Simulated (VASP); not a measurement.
# FeSi (CsCl type) (Pm-3m) in VASP: relaxation of cell and atoms with PBEsol

Aim: the relaxation of cell and atoms of FeSi (CsCl type) with PBEsol.

All numbers are computed with VASP 6.6.1; they aren't measurements. Logs are shortened: lines on timing, memory, paths and dates and some standing lists are left out, and cuts for length are marked.

## Step 1: The cell of the first run

The structure is cubic, space group Pm-3m (No. 221). Conventional cell: a = 2.326 Å, b = 2.326 Å, c = 2.326 Å, α = 90.00°, β = 90.00°, γ = 90.00°. Fe (site symmetry m-3m) has 8 Si at 2.01 Å and 6 Fe at 2.33 Å within 2.7 Å. Within 2.7 Å of Si (site symmetry m-3m) lie 8 Fe at 2.01 Å and 6 Si at 2.33 Å.

## Step 2: Relaxation of cell and atoms, PBEsol, collinear spin, ferromagnetic start, target pressure 420 GPa, at which the enthalpy is minimised

INCAR reads:

```
PREC = Accurate
ENCUT = 600
EDIFF = 1E-7
ISMEAR = -1
SIGMA = 0.05
LREAL = F
LASPH = T
NELM = 150
ALGO = Normal
ISIF = 3
LWAVE = F
LCHARG = F
ISPIN = 2
MAGMOM = 2.5 0
LORBIT = 11
LMAXMIX = 4
GGA = PS
IBRION = 2
NSW = 60
EDIFFG = -0.005
PSTRESS = 4200.0
```

KPOINTS reads:

```
Automatic mesh
0
Gamma
  18 18 18
```

POSCAR reads:

```
FeSi
1.0
    2.3255763604      0.0000000000      0.0000000000
    0.0000000000      2.3255763604      0.0000000000
    0.0000000000      0.0000000000      2.3255763604
Fe Si
1 1
Direct
    0.0000000000      0.0000000000      0.0000000000
    0.5000000000      0.5000000000      0.5000000000
```

Potentials or basis: VASP PAW PBE potentials, release 64 (Fe, Si).

On the command line:

```bash
$ cat potpaw_PBE.64/Fe/POTCAR potpaw_PBE.64/Si/POTCAR > POTCAR
$ mpirun -np 1 vasp_std > vasp.out
```

OUTCAR:

```text
PREC = Accurate
   ENCUT = 600
   EDIFF = 1E-7
   ISMEAR = -1
   LREAL = F
   LASPH = T
   NELM = 150
   ISIF = 3
   ISPIN = 2
   LORBIT = 11
   GGA = PS
   IBRION = 2
   NSW = 60
   EDIFFG = -0.005
   PSTRESS = 4200.0

 ion  position               nearest neighbor table
   1  0.000  0.000  0.000-   2 2.01   2 2.01   2 2.01   2 2.01   2 2.01   2 2.01   2 2.01   2 2.01

   2  0.500  0.500  0.500-   1 2.01   1 2.01   1 2.01   1 2.01   1 2.01   1 2.01   1 2.01   1 2.01

  LATTYP: Found a simple cubic cell.
 ALAT       =     2.3255763604

  Lattice vectors:

 A1 = (   2.3255763604,   0.0000000000,   0.0000000000)
 A2 = (   0.0000000000,   2.3255763604,   0.0000000000)
 A3 = (   0.0000000000,   0.0000000000,   2.3255763604)

Analysis of symmetry for initial positions (statically):
=====================================================================
 Subroutine PRICEL returns:
 Original cell was already a primitive cell.

 Routine SETGRP: Setting up the symmetry group for a
 simple cubic supercell.

 Subroutine GETGRP returns: Found 48 space group operations
 (whereof 48 operations were pure point group operations)
 out of a pool of 48 trial point group operations.

The static configuration has the point symmetry O_h .

Analysis of symmetry for dynamics (positions and initial velocities):
=====================================================================
 Subroutine PRICEL returns:
 Original cell was already a primitive cell.

 Routine SETGRP: Setting up the symmetry group for a
 simple cubic supercell.

 Subroutine GETGRP returns: Found 48 space group operations
 (whereof 48 operations were pure point group operations)
 out of a pool of 48 trial point group operations.

The dynamic configuration has the point symmetry O_h .

Analysis of structural, dynamic, and magnetic symmetry:
=====================================================================
 Subroutine PRICEL returns:
 Original cell was already a primitive cell.

 Routine SETGRP: Setting up the symmetry group for a
 simple cubic supercell.

 Subroutine GETGRP returns: Found 48 space group operations
 (whereof 48 operations were pure point group operations)
 out of a pool of 48 trial point group operations.

The overall configuration has the point symmetry O_h .

 Subroutine INISYM returns: Found 48 space group operations
 (whereof 48 operations are pure point group operations),
 and found     1 'primitive' translations

----------------------------------------------------------------------------------------

                                     Primitive cell

  volume of cell :      12.5774

  direct lattice vectors                    reciprocal lattice vectors
     2.325576360  0.000000000  0.000000000     0.430000931  0.000000000  0.000000000
     0.000000000  2.325576360  0.000000000     0.000000000  0.430000931  0.000000000
     0.000000000  0.000000000  2.325576360     0.000000000  0.000000000  0.430000931

  length of vectors
     2.325576360  2.325576360  2.325576360     0.430000931  0.430000931  0.430000931

  position of ions in fractional coordinates (direct lattice)
     0.000000000  0.000000000  0.000000000
     0.500000000  0.500000000  0.500000000

  ion indices of the primitive-cell ions
   primitive index   ion index
                 1           1
                 2           2

----------------------------------------------------------------------------------------

 KPOINTS: Automatic mesh

Automatic generation of k-mesh.
 Grid dimensions read from file:
 generate k-points for:   18   18   18

 Generating k-lattice:

  Cartesian coordinates                     Fractional coordinates (reciprocal lattice)
     0.023888941  0.000000000  0.000000000     0.055555556  0.000000000  0.000000000
     0.000000000  0.023888941  0.000000000     0.000000000  0.055555556  0.000000000
     0.000000000  0.000000000  0.023888941     0.000000000  0.000000000  0.055555556

  Length of vectors
     0.023888941  0.023888941  0.023888941

  Shift w.r.t. Gamma in fractional coordinates (k-lattice)
     0.000000000  0.000000000  0.000000000

 Subroutine IBZKPT returns following result:
 ===========================================

 Found    220 irreducible k-points:

 Following reciprocal coordinates:
            Coordinates               Weight
  0.000000  0.000000  0.000000      1.000000
  0.055556  0.000000  0.000000      6.000000
  0.111111  0.000000  0.000000      6.000000
  0.166667  0.000000  0.000000      6.000000
  0.222222  0.000000  0.000000      6.000000
  0.277778  0.000000  0.000000      6.000000
[... 16 lines left out ...]
  0.277778  0.111111  0.000000     24.000000
  0.333333  0.111111  0.000000     24.000000
 [... further k-points ...]
   k-points           NKPTS =    220   k-points in BZ     NKDIM =    220   number of bands    NBANDS=     11
   number of dos      NEDOS =    301   number of ions     NIONS =      2
   total plane-waves  NPLWV =   8000
   dimension x,y,z NGX =    20 NGY =   20 NGZ =   20
   dimension x,y,z NGXF=    40 NGYF=   40 NGZF=   40
   ions per type =               1   1
   NGX,Y,Z   is equivalent  to a cutoff of  14.30, 14.30, 14.30 a.u.
   NGXF,Y,Z  is equivalent  to a cutoff of  28.59, 28.59, 28.59 a.u.
 SYSTEM =  unknown system
   PREC   = accura    normal or accurate (medium, high low for compatibility)
   ISTART =      0    job   : 0-new  1-cont  2-samecut
   ICHARG =      2    charge: 1-file 2-atom 10-const
   ISPIN  =      2    spin polarized calculation?
   LNONCOLLINEAR =      F non collinear calculations
   LSORBIT =      F    spin-orbit coupling
   LASPH  =      T    aspherical Exc in radial PAW
   ENCUT  =  600.0 eV  44.10 Ry    6.64 a.u.   4.64  4.64  4.64*2*pi/ulx,y,z
   NELM   =    150;   NELMIN=  2; NELMDL= -5     # of ELM steps
   EDIFF  = 0.1E-06   stopping-criterion for ELM
   LREAL  =      F    real-space projection
   EDIFFG = -.5E-02   stopping-criterion for IOM
   NSW    =     60    number of steps for IOM
   IBRION =      2    ionic relax: 0-MD 1-quasi-New 2-CG
   NFREE  =      1    steps in history (QN), initial steepest desc. (CG)
   ISIF   =      3    stress and relaxation
   ISYM   =      2    0-nonsym 1-usesym 2-fastsym
   POTIM  = 0.5000    time-step for ionic-motion
   TEBEG  =    0.0;   TEEND  =   0.0 temperature during run
   PSTRESS= 4200.0 pullay stress
   NELECT =      12.0000    total number of electrons
   NUPDOWN=      -1.0000    fix difference up-down
   EMIN   =  10.00;   EMAX   =-10.00  energy-range for DOS
   EFERMI =   0.00;   METHOD = LEGACY
   ISMEAR =    -1;   SIGMA  =   0.05  broadening in eV -4-tet -1-fermi 0-gaus
   EFERMI_NEDOS =   21; number of points for ismear=-14 and -15
   IALGO  =     38    algorithm
   IMIX   =      4    mixing-type and parameters
     AMIX     =   0.40;   BMIX     =  1.00
     AMIX_MAG =   1.60;   BMIX_MAG =  1.00
  volume/ion in A,a.u.               =       6.29        42.44
  Fermi-wavevector in a.u.,A,eV,Ry     =   1.611652  3.045581 35.340080  2.597423
  Thomas-Fermi vector in A             =   2.707008
   LORBIT       =     11    0 simple, 1 ext, 2 COOP (PROOUT), +10 PAW based schemes
   GGA     = PS    functional components
   LHFCALC =     F    Hartree Fock is set to
   AEXX    =    0.0000 exact exchange contribution
   IVDW    =     0    specifies the selected vdW correction
   LEPSILON=     F    determine dielectric tensor
   LRPA    =     F    only Hartree local field effects (RPA)
 conjugate gradient relaxation of ions
 spin polarized calculation
  energy-cutoff  :      600.00
  volume of cell :       12.58
 maximum number of plane-waves:       441
 NGX is ok and might be reduce to    20
   NGX =  9   NGY =  9   NGZ =  9

--------------------------------------- Ionic step        1  -------------------------------------------

 number of electron      12.0000002 magnetization      -0.0010923

 number of electron      12.0000002 magnetization       0.0001169

 Free energy of the ion-electron system (eV)
  ---------------------------------------------------
  ext. energy  EPLUGINS =         0.00000000
  ---------------------------------------------------
  free energy    TOTEN  =       -10.02905825 eV

  energy without entropy =      -10.02621107  energy(sigma->0) =      -10.02763466

------------------------ aborting loop because EDIFF is reached ----------------------------------------

  FORCE on cell =-STRESS in cart. coord.  units (eV):
  Direction    XX          YY          ZZ          XY          YZ          ZX
  --------------------------------------------------------------------------------------
  -------------------------------------------------------------------------------------
  Total       29.4025845     29.4025845     29.4025845      0.0000000      0.0000000     -0.0000000
  in kB     3745.4523492   3745.4523492   3745.4523492      0.0000000      0.0000000     -0.0000000
  external PRESSURE =    -454.5476508 kB  Pullay stress =    4200.0000000 kB

 VOLUME and BASIS-vectors are now :
 -----------------------------------------------------------------------------
  energy-cutoff  :      600.00
  volume of cell :       12.58
      direct lattice vectors                 reciprocal lattice vectors
     2.325576360  0.000000000  0.000000000     0.430000931  0.000000000  0.000000000
     0.000000000  2.325576360  0.000000000     0.000000000  0.430000931  0.000000000
     0.000000000  0.000000000  2.325576360     0.000000000  0.000000000  0.430000931
[... 128 lines left out ...]
  FREE ENERGIE OF THE ION-ELECTRON SYSTEM (eV)
  ---------------------------------------------------
  free  energy   TOTEN  =        -9.2006843619 eV

  energy  without entropy=       -9.1979158968  energy(sigma->0) =       -9.19930013

  enthalpy is  TOTEN    =        22.8923627186 eV   P V=       32.0930470805

--------------------------------------- Ionic step        5  -------------------------------------------

 number of electron      11.9999998 magnetization       0.0000000

 number of electron      11.9999998 magnetization      -0.0000000

 Free energy of the ion-electron system (eV)
  ---------------------------------------------------
  ext. energy  EPLUGINS =         0.00000000
  ---------------------------------------------------
  free energy    TOTEN  =        -9.18250475 eV

  energy without entropy =       -9.17973790  energy(sigma->0) =       -9.18112132

 E-fermi :  20.6865     XC(G=0): -16.1091

 val. band max:       20.6688438321   @ k =   0.5000   0.5000   0.2222
 cond. band min:      20.6918143707   @ k =   0.5000   0.5000   0.2778
 fundamental gap:      0.0229705386
 Fermi energy:        20.6865461523

 spin component 1

 k-point     1 :       0.0000    0.0000    0.0000
  band No.  band energies     occupation
      1       1.1236      1.00000
      2      11.9756      1.00000
      3      11.9756      1.00000
      4      18.6567      1.00000
      5      18.6567      1.00000
      6      18.6567      1.00000
      7      26.5502      0.00000
      8      26.5502      0.00000
      9      26.5502      0.00000
     10      30.6606      0.00000
     11      30.6606      0.00000

 k-point     2 :       0.0556    0.0000    0.0000
  band No.  band energies     occupation
      1       1.2189      1.00000
      2      11.9826      1.00000
      3      12.0244      1.00000
      4      18.5310      1.00000
      5      18.5310      1.00000
      6      18.6703      1.00000
      7      25.9860      0.00000
      8      26.7250      0.00000
      9      26.7250      0.00000
     10      30.5206      0.00000
     11      31.2598      0.00000
[... 295 lines left out ...]
 k-point    24 :       0.3333    0.1111    0.0000
  band No.  band energies     occupation
      1       4.5798      1.00000
      2      10.7743      1.00000
      3      13.4234      1.00000
      4      15.9299      1.00000
      5      16.3882      1.00000
      6      18.5847      1.00000
      7      21.8055      0.00000
      8      26.9515      0.00000
      9      30.1786      0.00000
     10      31.3851      0.00000
     11      37.8837      0.00000

 [... further k-points ...]

 spin component 2

 k-point     1 :       0.0000    0.0000    0.0000
  band No.  band energies     occupation
      1       1.1236      1.00000
      2      11.9756      1.00000
      3      11.9756      1.00000
      4      18.6567      1.00000
      5      18.6567      1.00000
      6      18.6567      1.00000
      7      26.5502      0.00000
      8      26.5502      0.00000
      9      26.5502      0.00000
     10      30.6606      0.00000
     11      30.6606      0.00000

 k-point     2 :       0.0556    0.0000    0.0000
  band No.  band energies     occupation
      1       1.2189      1.00000
      2      11.9826      1.00000
      3      12.0244      1.00000
      4      18.5310      1.00000
      5      18.5310      1.00000
      6      18.6703      1.00000
      7      25.9860      0.00000
      8      26.7250      0.00000
      9      26.7250      0.00000
     10      30.5206      0.00000
     11      31.2598      0.00000
[... 330 lines left out ...]
 POSITION                                       TOTAL-FORCE (eV/Angst)
 -----------------------------------------------------------------------------------
      0.00000      0.00000      0.00000         0.000000      0.000000      0.000000
      1.15216      1.15216      1.15216        -0.000000      0.000000      0.000000
 -----------------------------------------------------------------------------------
    total drift:                               -0.000000      0.000000     -0.000000

  FREE ENERGIE OF THE ION-ELECTRON SYSTEM (eV)
  ---------------------------------------------------
  free  energy   TOTEN  =        -9.1825047459 eV

  energy  without entropy=       -9.1797379031  energy(sigma->0) =       -9.18112132

  enthalpy is  TOTEN    =        22.8923397835 eV   P V=       32.0748445294

 reached required accuracy - stopping structural energy minimisation

 total charge

# of ion       s       p       d       tot
------------------------------------------
    1        0.812   1.543   7.867  10.222
    2        0.814   1.417   0.000   2.232
--------------------------------------------------
tot          1.626   2.960   7.867  12.453

 magnetization (x)

# of ion       s       p       d       tot
------------------------------------------
    1        0.000   0.000  -0.000  -0.000
    2        0.000   0.000   0.000   0.000
--------------------------------------------------
tot          0.000   0.000  -0.000  -0.000
```

Wall time 93 s (1 thread of AMD EPYC 9R45 (Zen 5), shared host); peak memory 0.16 GiB.

What came out:

| Item | Value |
| --- | --- |
| Free energy | -9.1825 eV |
| Relaxed volume | 6.12 Å³/atom |
| Relaxed cell | a = 2.304 Å, b = 2.304 Å, c = 2.304 Å, α = 90.00°, β = 90.00°, γ = 90.00° |
| Space group after relaxing (to 0.1 Å) | Pm-3m (No. 221) |
| Energy change on relaxing (the run minimises the enthalpy) | +423.3 meV/atom |
| Ionic steps | 5 |
| Pressure after relaxing | 420.0 GPa |
| Band gap on the k mesh | zero (filled and empty bands overlap) |
| Net moment | 0.00 μB per cell |

The path:
```csv
step,energy change (eV),largest force (eV/Å),pressure (GPa),volume (Å³)
1,0.0000,0.0000,374.55,12.58
2,11.9958,0.0000,1033.47,9.60
3,0.7362,0.0000,414.05,12.28
4,0.8284,0.0000,419.02,12.24
5,0.8466,0.0000,419.99,12.24
```

Final structure:
```cif
data_structure
_symmetry_space_group_name_H-M 'P 1'
_symmetry_Int_Tables_number 1
_cell_length_a 2.3043
_cell_length_b 2.3043
_cell_length_c 2.3043
_cell_angle_alpha 90.000
_cell_angle_beta 90.000
_cell_angle_gamma 90.000
_cell_volume 12.24
loop_
_atom_site_label
_atom_site_type_symbol
_atom_site_fract_x
_atom_site_fract_y
_atom_site_fract_z
_atom_site_occupancy
Fe1 Fe 0.00000 0.00000 0.00000 1
Si1 Si 0.50000 0.50000 0.50000 1
```

Caveat: the cell is relaxed towards a set pressure, so the run minimises the enthalpy, not the energy; the moments typed at the start vanished in this run; the PAW data sets were made with another functional, which shifts forces and pressure a little.

The gap in the log of VASP goes by the Fermi energy; the results here count the filled bands.